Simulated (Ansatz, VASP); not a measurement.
# MgO: VASP beside Ansatz

```
Mg O
1.0
     3.48638    0.00000    0.00000
    -1.74319    3.01929    0.00000
     0.00000    0.00000    4.17804
Mg O
2 2
Direct
  0.65067 0.32162 0.75000
  0.31734 0.65496 0.25000
  0.66667 0.33333 0.25000
  0.33333 0.66667 0.75000
```

Change from the starting cell: all Mg atoms moved -0.050 Å, as atom 1 along Cartesian [1 1 0].

Alike in both runs: task single point; functional LDA; k mesh 6 × 6 × 6; occupations gaussian, width 0.05 eV; no spin polarisation.

```csv
,VASP,Ansatz
version,VASP 6.6.1,Ansatz 0.2.0
potentials or method,"VASP PAW LDA potentials, release 64 (Mg, O), cutoff 520 eV","scalar-relativistic, plane waves, PAW"
valence electrons in the cell,16,32
```

|  | VASP | Ansatz | Ansatz less VASP |
| --- | --- | --- | --- |
| gap on the k mesh at the Fermi level (eV) | 3.33 | 3.34 | +0.004 |
| least direct gap on the mesh (eV) | 3.33 | 3.34 | +0.004 |
| pressure (GPa) | -5.5 | -3.8 | +1.72 |
| traceless stress, the component that is largest in VASP (GPa) | -0.30 | -0.41 | -0.108 |
| rms of the force components (eV/Å) | 0.250 | 0.244 | -0.0055 |

LDA's correlation is that of Perdew and Zunger in VASP and of Perdew and Wang (1992) in Ansatz. Atom by atom the forces differ by 0.005 eV/Å (rms over components). VASP's potentials hold 16 valence electrons a cell and Ansatz's 32, so a difference there can come from the potentials and not from the codes.
